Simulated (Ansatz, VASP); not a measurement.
**LiF in VASP and in Ansatz**

```xyz
4
Lattice="2.9781 0.0000 0.0000 -1.4891 2.5791 0.0000 0.0000 0.0000 4.6254" Properties=species:S:1:pos:R:3 pbc="T T T"
Li    0.0000    1.7194    1.7716
Li    1.4891    0.8597    4.0843
F     0.0000    1.7194    4.5883
F     1.4891    0.8597    2.2756
```

Change from the starting cell: hydrostatic strain -3.3%.

Alike in both runs: task single point; functional HSE06; k mesh 6 × 6 × 4; no spin polarisation.

|  | VASP | Ansatz |
| --- | --- | --- |
| version | VASP 6.6.1 | Ansatz 0.2.0 |
| potentials or method | VASP PAW PBE potentials, release 64 (Li_sv, F) | plane waves, PAW |
| plane-wave cutoff (eV) | 520 | 420 |
| occupations | gaussian, width 0.01 eV | fixed |
| valence electrons in the cell | 20 | 20 |

```tsv
	VASP	Ansatz	Ansatz less VASP
gap on the k mesh at the Fermi level (eV)	10.61	10.64	+0.030
```

Ansatz's warnings: stress exchange threshold loose, stress scf threshold loose.

Noted on VASP's run: the cutoff is under 1.25 times that of the potentials, so the pressure is a little rough.
